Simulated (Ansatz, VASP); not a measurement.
**Zn in VASP and in Ansatz**

```
CELL_PARAMETERS angstrom
2.66480 0.00000 0.00000
-1.33240 2.30778 0.00000
0.00000 0.00000 4.94670
ATOMIC_POSITIONS crystal
Zn 0.37666 0.75333 0.25000
Zn 0.66667 0.33333 0.75000
```

Alike in both runs: task single point; functional PBE; k mesh 24 × 24 × 10; occupations gaussian, width 0.15 eV; no spin polarisation.

```csv
,VASP,Ansatz
version,VASP 6.6.1,Ansatz 0.2.0
potentials or method,"VASP PAW PBE potentials, release 64 (Zn), cutoff 520 eV","scalar-relativistic, plane waves, PAW"
valence electrons in the cell,24,24
```

```csv
,VASP,Ansatz,Ansatz less VASP
gap on the k mesh at the Fermi level (eV),none,none,-
pressure (GPa),0.4,-0.1,-0.49
"traceless stress, the component that is largest in VASP (GPa)",1.47,1.60,+0.135
rms of the force components (eV/Å),0.073,0.072,-0.0010
```

Atom by atom the forces differ by 0.001 eV/Å (rms over components). A gap of «none» marks a metal or a gap that the smearing closes.
